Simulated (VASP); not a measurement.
# Rb (Im-3m) in VASP: notebook, part 2 of 3

VASP 6.6.1. The steps go on from the part before.

## (3) Single point, r2SCAN

POSCAR reads:

```
Rb
1.0
   -2.8677202310      2.8677202310      2.8677202310
    2.8677202310     -2.8677202310      2.8677202310
    2.8677202310      2.8677202310     -2.8677202310
Rb
1
Direct
    0.0000000000      0.0000000000      0.0000000000
```

INCAR.step1 reads:

```
PREC = Accurate ; ENCUT = 520
ISMEAR = 0 ; SIGMA = 0.2
LREAL = False ; LASPH = True
NELM = 60 ; NBANDS = 10
GGA = PE ; ALGO = Normal
EDIFF = 1E-4 ; LWAVE = True
LCHARG = False
```

INCAR.step2 reads:

```
PREC = Accurate ; ENCUT = 520
EDIFF = 1E-6 ; ISMEAR = 0
SIGMA = 0.2 ; LREAL = False
LASPH = True ; NELM = 60
ALGO = Normal ; ISIF = 2
LWAVE = False ; LCHARG = False
METAGGA = R2SCAN ; LMIXTAU = True
NBANDS = 10 ; ISTART = 1
```

KPOINTS reads:

```
regular mesh
0
Gamma
  8 8 8
```

Potentials or basis: VASP PAW PBE potentials, release 64 (Rb_sv).

Command:

```
cat potpaw_PBE.64/Rb_sv/POTCAR > POTCAR
cp INCAR.step1 INCAR
mpirun -np 1 vasp_std > vasp.out
cp INCAR.step2 INCAR
mpirun -np 1 vasp_std > vasp.out
```

Wall time 58 s (1 thread of Intel Xeon 6975P-C (Granite Rapids), shared host); peak memory 0.25 GiB.

It converged, with:

- Free energy: -13.9246 eV
- Pressure: 0.0 GPa
- Band gap on the k mesh: zero (an odd number of electrons rules out a gap without spin polarisation)

Levels at points of the mesh, in eV from the Fermi level:
| k point | band 1 | band 2 | band 3 | band 4 | band 5 | band 6 | band 7 | band 8 |
| --- | --- | --- | --- | --- | --- | --- | --- | --- |
| (0.00, 0.00, 0.00) | -30.11 | -13.60 | -13.60 | -13.60 | -2.06 | 4.07 | 4.07 | 4.07 |
| (0.50, 0.00, 0.00) | -30.11 | -13.69 | -13.63 | -13.60 | 0.34 | 0.68 | 2.85 | 4.71 |
| (0.50, 0.50, 0.50) | -30.11 | -13.67 | -13.67 | -13.67 | 1.33 | 1.33 | 3.41 | 3.41 |

Caveat: the PAW data sets were made with another functional, which shifts forces and pressure a little.

## (4) Single point, r2SCAN

POSCAR is that of step 3.

INCAR.step1 reads:

```
PREC     = Accurate       # precision mode
ENCUT    = 520            # plane-wave cutoff, eV
ISMEAR   = 0              # smearing method
SIGMA    = 0.3            # smearing width, eV
LREAL    = F              # projectors in reciprocal space
LASPH    = T              # aspherical terms in the spheres
NELM     = 80             # most SCF steps
NBANDS   = 10             # bands
GGA      = PE             # functional
ALGO     = Normal         # electronic algorithm
EDIFF    = 1E-4           # SCF threshold, eV
LWAVE    = T              # write WAVECAR
LCHARG   = F              # write CHGCAR
```

INCAR.step2 reads:

```
PREC     = Accurate       # precision mode
ENCUT    = 520            # plane-wave cutoff, eV
EDIFF    = 1E-6           # SCF threshold, eV
ISMEAR   = 0              # smearing method
SIGMA    = 0.3            # smearing width, eV
LREAL    = F              # projectors in reciprocal space
LASPH    = T              # aspherical terms in the spheres
NELM     = 80             # most SCF steps
ALGO     = Normal         # electronic algorithm
ISIF     = 2              # what is computed and relaxed
LWAVE    = F              # write WAVECAR
LCHARG   = F              # write CHGCAR
METAGGA  = R2SCAN         # meta-GGA
LMIXTAU  = T            
NBANDS   = 10             # bands
ISTART   = 1
```

KPOINTS reads:

```
Automatic mesh
0
Gamma
  8 8 8
```

Potentials or basis: VASP PAW PBE potentials, release 64 (Rb_sv).

Command:

```
cat potpaw_PBE.64/Rb_sv/POTCAR > POTCAR
cp INCAR.step1 INCAR
mpirun -np 1 vasp_std > vasp.out
cp INCAR.step2 INCAR
mpirun -np 1 vasp_std > vasp.out
```

OUTCAR:

```text
PREC = Accurate
   ENCUT = 520
   EDIFF = 1E-6
   ISMEAR = 0
   LREAL = F
   LASPH = T
   NELM = 80
   ISIF = 2
   METAGGA = R2SCAN
   ISTART = 1

 ion  position               nearest neighbor table
   1  0.000  0.000  0.000-

  LATTYP: Found a body centered cubic cell.
 ALAT       =     5.7354404620

  Lattice vectors:

 A1 = (  -2.8677202310,   2.8677202310,   2.8677202310)
 A2 = (   2.8677202310,  -2.8677202310,   2.8677202310)
 A3 = (   2.8677202310,   2.8677202310,  -2.8677202310)

Analysis of symmetry for initial positions (statically):
=====================================================================
 Subroutine PRICEL returns:
 Original cell was already a primitive cell.

 Routine SETGRP: Setting up the symmetry group for a
 body centered cubic supercell.

 Subroutine GETGRP returns: Found 48 space group operations
 (whereof 48 operations were pure point group operations)
 out of a pool of 48 trial point group operations.

The static configuration has the point symmetry O_h .

Analysis of symmetry for dynamics (positions and initial velocities):
=====================================================================
 Subroutine PRICEL returns:
 Original cell was already a primitive cell.

 Routine SETGRP: Setting up the symmetry group for a
 body centered cubic supercell.

 Subroutine GETGRP returns: Found 48 space group operations
 (whereof 48 operations were pure point group operations)
 out of a pool of 48 trial point group operations.

The dynamic configuration has the point symmetry O_h .

 Subroutine INISYM returns: Found 48 space group operations
 (whereof 48 operations are pure point group operations),
 and found     1 'primitive' translations

----------------------------------------------------------------------------------------

                                     Primitive cell
[... 112 lines left out ...]
  Thomas-Fermi vector in A             =   1.844251
   LORBIT       =      0    0 simple, 1 ext, 2 COOP (PROOUT), +10 PAW based schemes
   METAGGA = R2SCAN    functional components
   LHFCALC =     F    Hartree Fock is set to
   AEXX    =    0.0000 exact exchange contribution
   IVDW    =     0    specifies the selected vdW correction
   LEPSILON=     F    determine dielectric tensor
   LRPA    =     F    only Hartree local field effects (RPA)
 non-spin polarized calculation
 Gauss-broadening in eV      SIGMA  =   0.30
  energy-cutoff  :      520.00
  volume of cell :       94.33
 maximum number of plane-waves:      2556
 NGX is ok and might be reduce to    40
   NGX = 19   NGY = 19   NGZ = 19

 number of electron       9.0000000 magnetization

 Free energy of the ion-electron system (eV)
  ---------------------------------------------------
  ext. energy  EPLUGINS =         0.00000000
  ---------------------------------------------------
  free energy    TOTEN  =       -13.93679184 eV

  energy without entropy =      -13.89504371  energy(sigma->0) =      -13.91591777

 E-fermi :  -0.0068     XC(G=0):  -5.6336

 val. band max:       -0.0311285850   @ k =   0.2500   0.2500   0.0000
 cond. band min:       0.0946295928   @ k =  -0.3750   0.3750   0.2500
 fundamental gap:      0.1257581778
 Fermi energy:        -0.0068420854

 k-point     1 :       0.0000    0.0000    0.0000
  band No.  band energies     occupation
      1     -30.1070      2.00000
      2     -13.5995      2.00000
      3     -13.5995      2.00000
      4     -13.5995      2.00000
      5      -2.0543      2.00000
      6       4.0711      0.00000
      7       4.0711      0.00000
      8       4.0711      0.00000
      9       5.0261      0.00000
     10       5.0261      0.00000
[... 287 lines left out ...]
 k-point    24 :      -0.3750    0.3750    0.2500
  band No.  band energies     occupation
      1     -30.1022      2.00000
      2     -13.6638      2.00000
      3     -13.6398      2.00000
      4     -13.6314      2.00000
      5       0.0946      0.63241
      6       1.7883      0.00000
      7       3.1776      0.00000
      8       3.1898      0.00000
      9       4.3782      0.00000
     10       5.5779      0.00000

 [... further k-points ...]

------------------------ aborting loop because EDIFF is reached ----------------------------------------

  FORCE on cell =-STRESS in cart. coord.  units (eV):
  Direction    XX          YY          ZZ          XY          YZ          ZX
  --------------------------------------------------------------------------------------
  -------------------------------------------------------------------------------------
  Total        0.0177697      0.0177697      0.0177697     -0.0000000     -0.0000000      0.0000000
  in kB        0.3018002      0.3018002      0.3018002     -0.0000000     -0.0000000      0.0000000
  external PRESSURE =       0.3018002 kB  Pullay stress =       0.0000000 kB

 VOLUME and BASIS-vectors are now :
 -----------------------------------------------------------------------------
  energy-cutoff  :      520.00
  volume of cell :       94.33
      direct lattice vectors                 reciprocal lattice vectors
    -2.867720231  2.867720231  2.867720231     0.000000000  0.174354525  0.174354525
     2.867720231 -2.867720231  2.867720231     0.174354525  0.000000000  0.174354525
     2.867720231  2.867720231 -2.867720231     0.174354525  0.174354525  0.000000000

 POSITION                                       TOTAL-FORCE (eV/Angst)
 -----------------------------------------------------------------------------------
      0.00000      0.00000      0.00000         0.000000      0.000000      0.000000
 -----------------------------------------------------------------------------------
    total drift:                               -0.000000      0.000000     -0.000000

  FREE ENERGIE OF THE ION-ELECTRON SYSTEM (eV)
  ---------------------------------------------------
  free  energy   TOTEN  =       -13.9367918391 eV

  energy  without entropy=      -13.8950437057  energy(sigma->0) =      -13.91591777
```

OSZICAR.step1:

```text
N       E                     dE             d eps       ncg     rms          rms(c)
DAV:   1     0.427897022077E+02    0.42790E+02   -0.32578E+03   580   0.644E+02
DAV:   2     0.198866031277E+01   -0.40801E+02   -0.39619E+02   646   0.120E+02
DAV:   3    -0.829803475579E+00   -0.28185E+01   -0.28127E+01   818   0.322E+01
DAV:   4    -0.951117930509E+00   -0.12131E+00   -0.12103E+00   776   0.574E+00
DAV:   5    -0.953058936975E+00   -0.19410E-02   -0.19409E-02   810   0.728E-01    0.117E+00
DAV:   6    -0.953795288023E+00   -0.73635E-03   -0.22041E-03   808   0.260E-01    0.699E-01
DAV:   7    -0.954789850941E+00   -0.99456E-03   -0.29305E-03   678   0.312E-01    0.453E-02
DAV:   8    -0.954911613285E+00   -0.12176E-03   -0.10523E-04   666   0.781E-02    0.225E-02
DAV:   9    -0.954926852932E+00   -0.15240E-04   -0.14567E-05   338   0.310E-02
   1 F= -.95492685E+00 E0= -.93269346E+00  d E =-.444668E-01
```

It took 58 s on 1 thread of Intel Xeon 6975P-C (Granite Rapids), shared host; peak memory 0.25 GiB.

Results:

```yaml
Free_energy: -13.9368 eV
Pressure: 0.0 GPa
Band_gap_on_the_k_mesh: zero (an odd number of electrons rules out a gap without spin polarisation)
```

Levels at points of the mesh, in eV from the Fermi level:
```tsv
k point	band 1	band 2	band 3	band 4	band 5	band 6	band 7	band 8	band 9
(0.00, 0.00, 0.00)	-30.10	-13.59	-13.59	-13.59	-2.05	4.08	4.08	4.08	5.03
(0.50, 0.00, 0.00)	-30.10	-13.68	-13.62	-13.59	0.36	0.69	2.86	4.72	5.42
(0.50, 0.50, 0.50)	-30.09	-13.65	-13.65	-13.65	1.34	1.34	3.42	3.42	3.42
```

Caveat: so wide a smearing shifts energies and pressures; the PAW data sets were made with another functional, which shifts forces and pressure a little.

(Part 2 of 3 ends here.)

The gap in the log of VASP goes by the Fermi energy; the results here count the filled bands.